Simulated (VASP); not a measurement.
A run of VASP 6.6.1:

Contents of INCAR:

```
PREC     = Accurate       # precision mode
ENCUT    = 520            # plane-wave cutoff, eV
EDIFF    = 1E-6           # SCF threshold, eV
ISMEAR   = 0              # smearing method
SIGMA    = 0.05           # smearing width, eV
LREAL    = False          # projectors in reciprocal space
LASPH    = True           # aspherical terms in the spheres
NELM     = 80             # most SCF steps
ALGO     = Normal         # electronic algorithm
ISIF     = 2              # what is computed and relaxed
LWAVE    = False          # write WAVECAR
LCHARG   = True           # write CHGCAR
GGA      = PE             # functional
LELF     = True           # ELF
LVHAR    = True         
NBANDS   = 15             # bands
```

The input KPOINTS:

```
regular mesh
0
Gamma
  12 12 12
```

POSCAR

```
ZrC
1.0
    2.9210950464      0.0000000000      0.0000000000
    0.0000000000      2.9210950464      0.0000000000
    0.0000000000      0.0000000000      2.9210950464
Zr C
1 1
Direct
    0.0000000000      0.0000000000      0.0000000000
    0.5000000000      0.5000000000      0.5000000000
```

Potentials or basis: VASP PAW PBE potentials, release 64 (Zr_sv, C).

The run is started by

```bash
$ cat potpaw_PBE.64/Zr_sv/POTCAR potpaw_PBE.64/C/POTCAR > POTCAR
$ mpirun -np 1 vasp_std > vasp.out
```

Hardware: 1 thread of Intel Xeon 8259CL, on a shared host.

Q: Estimate the wall time of this run.

A: Wall time 34 s on 1 thread of Intel Xeon 8259CL, on a shared host, peak memory 0.16 GiB. Counts: scf iterations 14, k points 84.
